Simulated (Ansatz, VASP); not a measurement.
## Cd3I2 in VASP and in Ansatz

```
Cd I
1.0
     4.48225    0.00000    0.00000
    -2.24113    3.88174    0.00000
     0.00000    0.00000   10.25738
Cd I
3 2
Direct
  0.00000 0.00000 0.00000
  0.33333 0.66667 0.57244
  0.66667 0.33333 0.42756
  0.33333 0.66667 0.17027
  0.66667 0.33333 0.82973
```

Alike in both runs: functional PBE; k mesh 6 × 6 × 2; occupations gaussian, width 0.1 eV; no spin polarisation.

Ansatz relaxed the structure, and its values are those at the end. VASP's run is a single point on that final structure, the one shown.

|  | VASP | Ansatz |
| --- | --- | --- |
| version | VASP 6.6.1 | Ansatz 0.2.0 |
| potentials or method | VASP PAW PBE potentials, release 64 (Cd, I), cutoff 520 eV | scalar-relativistic, plane waves, PAW |
| valence electrons in the cell | 50 | 94 |

Ansatz gave:

* gap on the k mesh at the Fermi level (eV): none
* pressure (GPa): -0.3
* rms of the force components (eV/Å): 0.012

Problem. Estimate VASP's values.

Solution. gap on the k mesh at the Fermi level (eV): none; pressure (GPa): -0.2; rms of the force components (eV/Å): 0.008.

A gap of «none» marks a metal or a gap that the smearing closes. VASP's potentials hold 50 valence electrons a cell and Ansatz's 94, so a difference there can come from the potentials and not from the codes.

Spin-orbit coupling is off throughout.
